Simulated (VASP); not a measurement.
A run of VASP 6.6.1 is set up as follows.

Contents of INCAR:

```
SYSTEM = MgO
ALGO = Normal
EDIFF = 1E-6
ENCUT = 520
GGA = PE
ISIF = 2
ISMEAR = 0
LASPH = .True.
LCHARG = .True.
LELF = .True.
LREAL = .False.
LVHAR = .True.
LWAVE = .False.
NBANDS = 11
NELM = 80
PREC = Accurate
SIGMA = 0.02
```

KPOINTS

```
k-points
0
Gamma
  10 10 10
  0 0 0
```

Contents of POSCAR:

```
MgO
1.0
    0.0000000000      2.1955072985      2.1955072985
    2.1955072985      0.0000000000      2.1955072985
    2.1955072985      2.1955072985      0.0000000000
Mg O
1 1
Direct
    0.0000000000      0.0000000000      0.0000000000
    0.5000000000      0.5000000000      0.5000000000
```

Potentials or basis: VASP PAW PBE potentials, release 64 (Mg, O).

Launch:

```console
$ cat potpaw_PBE.64/Mg/POTCAR potpaw_PBE.64/O/POTCAR > POTCAR
$ mpirun -np 1 vasp_std > vasp.out
```

Problem. Predict the band gap on the k mesh.

Solution. 3.60 eV, direct.

Problem. Estimate the pressure.

Solution. -12.4 GPa.
